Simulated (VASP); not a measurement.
Set up this calculation in VASP 6.6.1, as the native input.

- Task: single point
- Functional: PBE
- Potentials or basis: VASP PAW PBE potentials, release 64 (Ga_d, Cu, C, N)
- Cutoff: 520 eV
- k mesh: 4 × 4 × 4
- Occupations: gaussian, width 0.1 eV
- Spin: collinear spin
- Starting moments: [0.0, 1.0, 0.0, 0.0, 0.0, 0.0, 0.0, 0.0, 0.0, 0.0] μB
- Dipole correction: no
- Further INCAR settings: ALGO = Normal; EDIFF = 1e-06; NBANDS = 45

The structure of GaCuC4N4 lies in POSCAR:

```
GaCuC4N4
1.0
    5.8566411300      0.0000000000      0.0000000000
    0.0000000000      5.8566411300      0.0000000000
    0.0000000000      0.0000000000      5.8566411300
Ga Cu C N
1 1 4 4
Direct
    0.5000000000      0.5000000000      0.5000000000
    0.0000000000      0.0000000000      0.0000000000
    0.1889787100      0.1889787100      0.1889787100
    0.1889787100      0.8110212900      0.8110212900
    0.8110212900      0.1889787100      0.8110212900
    0.8110212900      0.8110212900      0.1889787100
    0.3043178200      0.3043178200      0.3043178200
    0.3043178200      0.6956821800      0.6956821800
    0.6956821800      0.3043178200      0.6956821800
    0.6956821800      0.6956821800      0.3043178200
```

These files were run (other wordings do the same):

INCAR

```
SYSTEM = GaCuC4N4
PREC = Accurate
ENCUT = 520
EDIFF = 1E-6
ISMEAR = 0
SIGMA = 0.1
LREAL = .False.
LASPH = .True.
NELM = 150
ALGO = Normal
ISIF = 2
LWAVE = .False.
LCHARG = .True.
ISPIN = 2
MAGMOM = 0 1 0 0 0 0 0 0 0 0
LORBIT = 11
LMAXMIX = 4
GGA = PE
LELF = .True.
LVHAR = .True.
NBANDS = 45
```

KPOINTS

```
Automatic mesh
0
Gamma
  4 4 4
  0 0 0
```

Potentials or basis: VASP PAW PBE potentials, release 64 (Ga_d, Cu, C, N).

The run is started by

```bash
$ cat potpaw_PBE.64/Ga_d/POTCAR potpaw_PBE.64/Cu/POTCAR potpaw_PBE.64/C/POTCAR potpaw_PBE.64/N/POTCAR > POTCAR
$ mpirun -np 1 vasp_std > vasp.out
```

Results of the run:

| Item | Value |
| --- | --- |
| Pressure | -2.1 GPa |
| Largest force | 2.253 eV/Å |
| Band gap on the k mesh | 3.88 eV (least direct gap 3.96 eV) |
| Net moment | 0.00 μB per cell |
| Valence electrons inside the program's atomic spheres | Ga 11.49; Cu 10.24; C 2.54; N 3.93 |

Caveat: forces of over 1 eV/Å act on the atoms, so gaps and moduli don't describe the material at rest.

It took 120 s on 1 thread of Intel(R) Xeon(R) 6975P-C (Granite Rapids), on a shared host, peak memory 0.49 GiB.
